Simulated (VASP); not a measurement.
A run of VASP 6.6.1 is set up as follows.

Contents of INCAR:

```
SYSTEM = KSi3
ALGO = Normal
EDIFF = 1E-7
ENCUT = 520
GGA = PE
ISIF = 2
ISMEAR = 0
LASPH = .TRUE.
LCHARG = .TRUE.
LELF = .TRUE.
LREAL = .FALSE.
LVHAR = .TRUE.
LWAVE = .FALSE.
NBANDS = 18
NELM = 60
PREC = Accurate
SIGMA = 0.1
```

File KPOINTS:

```
k-points
0
G
  4 4 4
  0 0 0
```

The input POSCAR:

```
KSi3
1.0
    0.0000000000      3.4557440300      3.4557440300
    3.4557440300      0.0000000000      3.4557440300
    3.4557440300      3.4557440300      0.0000000000
K Si
1 3
Direct
    0.0000000000      0.0000000000      0.0000000000
    0.2500000000      0.2500000000      0.2500000000
    0.7500000000      0.7500000000      0.7500000000
    0.5000000000      0.5000000000      0.5000000000
```

Potentials or basis: VASP PAW PBE potentials, release 64 (K_sv, Si).

Launch:

```sh
$ cat potpaw_PBE.64/K_sv/POTCAR potpaw_PBE.64/Si/POTCAR > POTCAR
$ mpirun -np 1 vasp_std > vasp.out
```

Problem. What does it give for the pressure?

Solution. -0.6 GPa.

Caveat: the k points lie up to 0.39 Å⁻¹ apart.
